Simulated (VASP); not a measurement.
## CoRu3: single point with PBE

Crystal: CoRu3.

```
Co Ru
1.0
     2.56633    0.00000    0.00000
    -1.28316    2.22250    0.00000
     0.00000    0.00000    8.86698
Co Ru
1 3
Direct
  0.33333 0.66667 0.50000
  0.33333 0.66667 0.00000
  0.66667 0.33333 0.25000
  0.66667 0.33333 0.75000
```

| Item | Value |
| --- | --- |
| Program | VASP 6.6.1 |
| Task | single point |
| Functional | PBE |
| Potentials or basis | VASP PAW PBE potentials, release 64 (Co, Ru_pv) |
| Cutoff | 520 eV |
| k mesh | 6 × 6 × 2 |
| Occupations | gaussian, width 0.1 eV |
| Spin | collinear spin, ferromagnetic start |
| Starting moments | [3.0, 0.0, 0.0, 0.0] μB |
| Dipole correction | no |
| Further INCAR settings | ALGO = Normal; EDIFF = 1e-06; NBANDS = 38 |

```
Pressure                                              : 18.0 GPa
Largest force                                         : 0.316 eV/Å
Net moment                                            : 1.89 μB per cell
Site moments                                          : Co +1.63; Ru +0.06, +0.10 (each value once) μB
Valence electrons inside the program's atomic spheres : Co 8.14; Ru 12.83, 12.77 (each value once)
```

Forces in eV/Å, atoms in the order of the input:
```
Co   0.000  0.000  0.000
Ru   0.000  0.000  0.000
Ru   0.000  0.000  0.316
Ru   0.000  0.000 -0.316
```

Stress tensor (GPa, compression positive):
```
 33.22   0.00   0.00
  0.00  33.22   0.00
  0.00   0.00 -12.48
```

Levels at points of the mesh, in eV from the Fermi level:
Spin up:
| k point | band 24 | band 25 | band 26 | band 27 | band 28 | band 29 |
| --- | --- | --- | --- | --- | --- | --- |
| (0.00, 0.00, 0.00) | -2.41 | -1.62 | -1.62 | -0.34 | -0.34 | -0.05 |
| (0.50, 0.00, 0.00) | -0.56 | 0.24 | 1.06 | 2.08 | 2.22 | 2.24 |
| (0.00, 0.00, 0.50) | -1.75 | -1.64 | -1.53 | -1.53 | -0.45 | -0.45 |
| (0.50, 0.00, 0.50) | -0.26 | 0.24 | 0.80 | 1.70 | 2.08 | 2.24 |
Spin down:
| k point | band 22 | band 23 | band 24 | band 25 | band 26 | band 27 |
| --- | --- | --- | --- | --- | --- | --- |
| (0.00, 0.00, 0.00) | -1.74 | -0.96 | -0.96 | -0.65 | -0.65 | -0.04 |
| (0.50, 0.00, 0.00) | -0.52 | 0.18 | 0.46 | 0.94 | 1.33 | 2.14 |
| (0.00, 0.00, 0.50) | -1.76 | -1.15 | -1.02 | -1.02 | -0.30 | -0.30 |
| (0.50, 0.00, 0.50) | 0.32 | 0.45 | 0.60 | 0.80 | 0.98 | 2.15 |

It took 71 s on 1 thread of Intel(R) Xeon(R) Platinum 8488C (Sapphire Rapids), with other jobs on the host, peak memory 0.2 GiB.

Caveat: the k points lie up to 0.47 Å⁻¹ apart; an empty level that is flat over the whole mesh can mark a ghost state of the potentials, or a narrow d or f band.
